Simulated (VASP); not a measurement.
# MgCd2Se3 (P-3m1) in VASP: single point with PBE

Aim: the single point of MgCd2Se3 with PBE.

Program: VASP 6.6.1. These are calculated values, not measurements. Logs are shortened: lines on timing, memory, paths and dates and some standing lists are left out, and cuts for length are marked.

### 1 The cell of the first run

It takes space group P-3m1 (No. 164, trigonal). The conventional cell has a = 4.133 Å, b = 4.133 Å, c = 10.124 Å, α = 90.00°, β = 90.00°, γ = 120.00°. Mg (site symmetry -3m) has 6 Se at 2.92 Å within 3.8 Å. Cd (site symmetry 3m) has 6 Se at 2.92 Å within 3.8 Å. Within 3.8 Å of Se (site symmetry 3m) lie 3 Cd at 2.92 Å and 3 Mg at 2.92 Å. Within 3.8 Å of Se (site symmetry -3m) lie 6 Cd at 2.92 Å.

### 2 Single point, PBE

Input file INCAR:

```
ALGO = Normal ; EDIFF = 1E-6
ENCUT = 520 ; GGA = PE
ISIF = 2 ; ISMEAR = 0
LASPH = True ; LCHARG = False
LREAL = False ; LWAVE = False
NBANDS = 31 ; NELM = 60
PREC = Accurate ; SIGMA = 0.1
```

Input file KPOINTS:

```
k-points
0
Gamma
  6 6 2
```

Input file POSCAR:

```
MgCd2Se3
1.0
    4.1330215600      0.0000000000      0.0000000000
   -2.0665107800      3.5793016600      0.0000000000
    0.0000000000      0.0000000000     10.1237939100
Mg Cd Se
1 2 3
Direct
    0.0000000000      0.0000000000      0.5000000000
    0.3333333300      0.6666666700      0.1666666700
    0.6666666700      0.3333333300      0.8333333300
    0.6666666700      0.3333333300      0.3333333300
    0.3333333300      0.6666666700      0.6666666700
    0.0000000000      0.0000000000      0.0000000000
```

Potentials or basis: VASP PAW PBE potentials, release 64 (Mg, Cd, Se).

On the command line:

```console
> cat potpaw_PBE.64/Mg/POTCAR potpaw_PBE.64/Cd/POTCAR potpaw_PBE.64/Se/POTCAR > POTCAR
> mpirun -np 1 vasp_std > vasp.out
```

OUTCAR:

```text
EDIFF = 1E-6
   ENCUT = 520
   GGA = PE
   ISIF = 2
   ISMEAR = 0
   LASPH = True
   LREAL = False
   NELM = 60
   PREC = Accurate

 ion  position               nearest neighbor table
   1  0.000  0.000  0.500-   4 2.92   5 2.92   5 2.92   4 2.92   4 2.92   5 2.92
   2  0.333  0.667  0.167-   4 2.92   4 2.92   6 2.92   4 2.92   6 2.92   6 2.92
   3  0.667  0.333  0.833-   5 2.92   5 2.92   6 2.92   5 2.92   6 2.92   6 2.92
   4  0.667  0.333  0.333-   2 2.92   2 2.92   1 2.92   2 2.92   1 2.92   1 2.92
   5  0.333  0.667  0.667-   3 2.92   3 2.92   1 2.92   3 2.92   1 2.92   1 2.92
   6  0.000  0.000  0.000-   2 2.92   3 2.92   2 2.92   3 2.92   3 2.92   2 2.92

  LATTYP: Found a hexagonal cell.
 ALAT       =     4.1330215600
 C/A-ratio  =     2.4494897409

  Lattice vectors:

 A1 = (   4.1330215600,   0.0000000000,   0.0000000000)
 A2 = (  -2.0665107800,   3.5793016600,   0.0000000000)
 A3 = (   0.0000000000,   0.0000000000,  10.1237939100)

Analysis of symmetry for initial positions (statically):
=====================================================================
 Subroutine PRICEL returns:
 Original cell was already a primitive cell.

 Routine SETGRP: Setting up the symmetry group for a
 hexagonal supercell.

 Subroutine GETGRP returns: Found 12 space group operations
 (whereof 12 operations were pure point group operations)
 out of a pool of 24 trial point group operations.

The static configuration has the point symmetry D_3d.

Analysis of symmetry for dynamics (positions and initial velocities):
=====================================================================
 Subroutine PRICEL returns:
 Original cell was already a primitive cell.

 Routine SETGRP: Setting up the symmetry group for a
 hexagonal supercell.

 Subroutine GETGRP returns: Found 12 space group operations
 (whereof 12 operations were pure point group operations)
 out of a pool of 24 trial point group operations.

The dynamic configuration has the point symmetry D_3d.

 Subroutine INISYM returns: Found 12 space group operations
 (whereof 12 operations are pure point group operations),
 and found     1 'primitive' translations

----------------------------------------------------------------------------------------

                                     Primitive cell

  volume of cell :     149.7646

  direct lattice vectors                    reciprocal lattice vectors
     4.133021560  0.000000000  0.000000000     0.241953734  0.139692054  0.000000000
    -2.066510780  3.579301660  0.000000000     0.000000000  0.279384108  0.000000000
     0.000000000  0.000000000 10.123793910     0.000000000  0.000000000  0.098777198

  length of vectors
     4.133021560  4.133021555 10.123793910     0.279384107  0.279384108  0.098777198

  position of ions in fractional coordinates (direct lattice)
     0.000000000  0.000000000  0.500000000
     0.333333330  0.666666670  0.166666670
     0.666666670  0.333333330  0.833333330
     0.666666670  0.333333330  0.333333330
     0.333333330  0.666666670  0.666666670
     0.000000000  0.000000000  0.000000000

  ion indices of the primitive-cell ions
   primitive index   ion index
                 1           1
                 2           2
                 3           3
                 4           4
                 5           5
                 6           6

----------------------------------------------------------------------------------------

 KPOINTS: k-points

Automatic generation of k-mesh.
 Grid dimensions read from file:
 generate k-points for:    6    6    2

 Generating k-lattice:

  Cartesian coordinates                     Fractional coordinates (reciprocal lattice)
     0.040325622  0.023282009  0.000000000     0.166666667  0.000000000  0.000000000
     0.000000000  0.046564018  0.000000000     0.000000000  0.166666667  0.000000000
     0.000000000  0.000000000  0.049388599     0.000000000  0.000000000  0.500000000

  Length of vectors
     0.046564018  0.046564018  0.049388599

  Shift w.r.t. Gamma in fractional coordinates (k-lattice)
     0.000000000  0.000000000  0.000000000

 Subroutine IBZKPT returns following result:
 ===========================================

 Found     14 irreducible k-points:

 Following reciprocal coordinates:
            Coordinates               Weight
  0.000000  0.000000  0.000000      1.000000
  0.166667  0.000000  0.000000      6.000000
  0.333333  0.000000  0.000000      6.000000
  0.500000  0.000000  0.000000      3.000000
  0.166667  0.166667  0.000000      6.000000
  0.333333  0.166667  0.000000     12.000000
  0.333333  0.333333  0.000000      2.000000
  0.000000  0.000000  0.500000      1.000000
  0.166667  0.000000  0.500000      6.000000
  0.333333  0.000000  0.500000      6.000000
  0.500000  0.000000  0.500000      3.000000
  0.166667  0.166667  0.500000      6.000000
  0.333333  0.166667  0.500000     12.000000
  0.333333  0.333333  0.500000      2.000000
   k-points           NKPTS =     14   k-points in BZ     NKDIM =     14   number of bands    NBANDS=     31
   number of dos      NEDOS =    301   number of ions     NIONS =      6
   total plane-waves  NPLWV =  81920
   dimension x,y,z NGX =    32 NGY =   32 NGZ =   80
   dimension x,y,z NGXF=    64 NGYF=   64 NGZF=  160
   ions per type =               1   2   3
   NGX,Y,Z   is equivalent  to a cutoff of  12.87, 12.87, 13.14 a.u.
   NGXF,Y,Z  is equivalent  to a cutoff of  25.74, 25.74, 26.27 a.u.
 SYSTEM =  unknown system
   PREC   = accura    normal or accurate (medium, high low for compatibility)
   ISTART =      0    job   : 0-new  1-cont  2-samecut
   ICHARG =      2    charge: 1-file 2-atom 10-const
   ISPIN  =      1    spin polarized calculation?
   LNONCOLLINEAR =      F non collinear calculations
   LSORBIT =      F    spin-orbit coupling
   LASPH  =      T    aspherical Exc in radial PAW
   ENCUT  =  520.0 eV  38.22 Ry    6.18 a.u.   7.68  7.68 18.82*2*pi/ulx,y,z
   NELM   =     60;   NELMIN=  2; NELMDL= -5     # of ELM steps
   EDIFF  = 0.1E-05   stopping-criterion for ELM
   LREAL  =      F    real-space projection
   EDIFFG = 0.1E-04   stopping-criterion for IOM
   NSW    =      0    number of steps for IOM
   IBRION =     -1    ionic relax: 0-MD 1-quasi-New 2-CG
   NFREE  =      0    steps in history (QN), initial steepest desc. (CG)
   ISIF   =      2    stress and relaxation
   ISYM   =      2    0-nonsym 1-usesym 2-fastsym
   POTIM  = 0.5000    time-step for ionic-motion
   TEBEG  =    0.0;   TEEND  =   0.0 temperature during run
   PSTRESS=    0.0 pullay stress
   NELECT =      44.0000    total number of electrons
   NUPDOWN=      -1.0000    fix difference up-down
   EMIN   =  10.00;   EMAX   =-10.00  energy-range for DOS
   EFERMI =   0.00;   METHOD = LEGACY
   ISMEAR =     0;   SIGMA  =   0.10  broadening in eV -4-tet -1-fermi 0-gaus
   EFERMI_NEDOS =   21; number of points for ismear=-14 and -15
   IALGO  =     38    algorithm
   IMIX   =      4    mixing-type and parameters
     AMIX     =   0.40;   BMIX     =  1.00
     AMIX_MAG =   1.60;   BMIX_MAG =  1.00
  volume/ion in A,a.u.               =      24.96       168.44
  Fermi-wavevector in a.u.,A,eV,Ry     =   1.088318  2.056624 16.115243  1.184437
  Thomas-Fermi vector in A             =   2.224497
   LORBIT       =      0    0 simple, 1 ext, 2 COOP (PROOUT), +10 PAW based schemes
   GGA     = PE    functional components
   LHFCALC =     F    Hartree Fock is set to
   AEXX    =    0.0000 exact exchange contribution
   IVDW    =     0    specifies the selected vdW correction
   LEPSILON=     F    determine dielectric tensor
   LRPA    =     F    only Hartree local field effects (RPA)
 non-spin polarized calculation
 Gauss-broadening in eV      SIGMA  =   0.10
  energy-cutoff  :      520.00
  volume of cell :      149.76
 maximum number of plane-waves:      4075
 NGX is ok and might be reduce to    32
   NGX = 15   NGY = 15   NGZ = 37

 number of electron      43.9999998 magnetization

 Free energy of the ion-electron system (eV)
  ---------------------------------------------------
  ext. energy  EPLUGINS =         0.00000000
  ---------------------------------------------------
  free energy    TOTEN  =       -17.57677059 eV

  energy without entropy =      -17.57209198  energy(sigma->0) =      -17.57443128

 E-fermi :   1.8557     XC(G=0):  -9.3982

 val. band max:        1.7395540726   @ k =   0.0000   0.0000   0.0000
 cond. band min:       1.9091834244   @ k =   0.5000   0.0000   0.0000
 fundamental gap:      0.1696293518
 Fermi energy:         1.8557322958

 k-point     1 :       0.0000    0.0000    0.0000
  band No.  band energies     occupation
      1     -10.6158      2.00000
      2     -10.0681      2.00000
      3     -10.0425      2.00000
      4      -6.0974      2.00000
      5      -6.0974      2.00000
      6      -6.0072      2.00000
[... 23 lines left out ...]
     30       7.8907      0.00000
     31       8.1349      0.00000

 k-point     2 :       0.1667    0.0000    0.0000
  band No.  band energies     occupation
      1     -10.4689      2.00000
      2     -10.0244      2.00000
      3      -9.9623      2.00000
      4      -6.0766      2.00000
      5      -6.0350      2.00000
      6      -6.0215      2.00000
[... 23 lines left out ...]
     30       8.6782      0.00000
     31       8.7925      0.00000

 k-point     3 :       0.3333    0.0000    0.0000
  band No.  band energies     occupation
      1     -10.1379      2.00000
      2      -9.9316      2.00000
      3      -9.8019      2.00000
      4      -6.0716      2.00000
      5      -6.0327      2.00000
      6      -5.9963      2.00000
[... 23 lines left out ...]
     30       8.5768      0.00000
     31       8.6790      0.00000

 k-point     4 :       0.5000    0.0000    0.0000
  band No.  band energies     occupation
      1      -9.9728      2.00000
      2      -9.8397      2.00000
      3      -9.7394      2.00000
      4      -6.0822      2.00000
      5      -6.0196      2.00000
      6      -6.0123      2.00000
[... 23 lines left out ...]
     30       8.2995      0.00000
     31       9.3178      0.00000

 k-point     5 :       0.1667    0.1667    0.0000
  band No.  band energies     occupation
      1     -10.2274      2.00000
      2      -9.9532      2.00000
      3      -9.8445      2.00000
      4      -6.0333      2.00000
      5      -6.0146      2.00000
      6      -6.0090      2.00000
[... 23 lines left out ...]
     30       8.1598      0.00000
     31       8.1648      0.00000
[... 202 lines left out ...]
     30       7.9096      0.00000
     31       9.6748      0.00000

 k-point    12 :       0.1667    0.1667    0.5000
  band No.  band energies     occupation
      1     -10.1709      2.00000
      2     -10.0713      2.00000
      3      -9.7828      2.00000
      4      -6.0385      2.00000
      5      -6.0241      2.00000
      6      -6.0113      2.00000
[... 23 lines left out ...]
     30       8.2806      0.00000
     31       9.1711      0.00000

 k-point    13 :       0.3333    0.1667    0.5000
  band No.  band energies     occupation
      1      -9.9745      2.00000
      2      -9.8440      2.00000
      3      -9.7400      2.00000
      4      -6.0343      2.00000
      5      -6.0196      2.00000
      6      -5.9863      2.00000
[... 23 lines left out ...]
     30       8.2317      0.00000
     31       8.6354      0.00000

 k-point    14 :       0.3333    0.3333    0.5000
  band No.  band energies     occupation
      1      -9.9187      2.00000
      2      -9.7401      2.00000
      3      -9.7401      2.00000
      4      -6.0536      2.00000
      5      -5.9671      2.00000
      6      -5.9671      2.00000
[... 23 lines left out ...]
     30       9.1089      0.00000
     31       9.2690      0.00000

------------------------ aborting loop because EDIFF is reached ----------------------------------------

  FORCE on cell =-STRESS in cart. coord.  units (eV):
  Direction    XX          YY          ZZ          XY          YZ          ZX
  --------------------------------------------------------------------------------------
  -------------------------------------------------------------------------------------
  Total       -3.9495108     -3.9495107     -4.0471619      0.0000000      0.0000000      0.0000000
  in kB      -42.2517416    -42.2517415    -43.2964105      0.0000000      0.0000000      0.0000000
  external PRESSURE =     -42.5999645 kB  Pullay stress =       0.0000000 kB

 VOLUME and BASIS-vectors are now :
 -----------------------------------------------------------------------------
  energy-cutoff  :      520.00
  volume of cell :      149.76
      direct lattice vectors                 reciprocal lattice vectors
     4.133021560  0.000000000  0.000000000     0.241953734  0.139692054  0.000000000
    -2.066510780  3.579301660  0.000000000     0.000000000  0.279384108  0.000000000
     0.000000000  0.000000000 10.123793910     0.000000000  0.000000000  0.098777198

 POSITION                                       TOTAL-FORCE (eV/Angst)
 -----------------------------------------------------------------------------------
      0.00000      0.00000      5.06190         0.000000      0.000000     -0.000000
     -0.00000      2.38620      1.68730         0.000000     -0.000000      0.028561
      2.06651      1.19310      8.43649        -0.000000      0.000000     -0.028561
      2.06651      1.19310      3.37460         0.000000     -0.000000      0.372094
     -0.00000      2.38620      6.74920        -0.000000      0.000000     -0.372094
      0.00000      0.00000      0.00000         0.000000      0.000000     -0.000000
 -----------------------------------------------------------------------------------
    total drift:                               -0.000000      0.000000      0.000000

  FREE ENERGIE OF THE ION-ELECTRON SYSTEM (eV)
  ---------------------------------------------------
  free  energy   TOTEN  =       -17.5767705866 eV

  energy  without entropy=      -17.5720919756  energy(sigma->0) =      -17.57443128
```

Run time: 67 s. Hardware: 1 thread of Intel Xeon Platinum 8259CL at 2.50GHz (Skylake/Cascade Lake), shared host; peak memory 0.29 GiB.

Results:

- Free energy: -17.5768 eV
- Pressure: -4.3 GPa
- Largest force: 0.372 eV/Å
- Band gap on the k mesh: 0.17 eV, indirect (least direct gap 0.41 eV)

Forces in eV/Å, atoms in the order of the input:
```
Mg   0.000  0.000  0.000
Cd   0.000  0.000  0.029
Cd   0.000  0.000 -0.029
Se   0.000  0.000  0.372
Se   0.000  0.000 -0.372
Se   0.000  0.000  0.000
```

Levels at points of the mesh, in eV from the valence-band top:
| k point | band 19 | band 20 | band 21 | band 22 | band 23 | band 24 | band 25 | band 26 |
| --- | --- | --- | --- | --- | --- | --- | --- | --- |
| (0.00, 0.00, 0.00) | -0.32 | -0.31 | 0.00 | 0.00 | 0.41 | 3.19 | 3.21 | 5.88 |
| (0.50, 0.00, 0.00) | -1.31 | -0.97 | -0.77 | -0.43 | 0.17 | 3.14 | 3.48 | 4.86 |
| (0.00, 0.00, 0.50) | -0.18 | -0.18 | -0.06 | -0.06 | 1.99 | 2.31 | 3.25 | 5.48 |
| (0.50, 0.00, 0.50) | -1.45 | -1.25 | -0.12 | -0.11 | 1.12 | 1.74 | 3.25 | 5.36 |

A k mesh can miss the band edges.
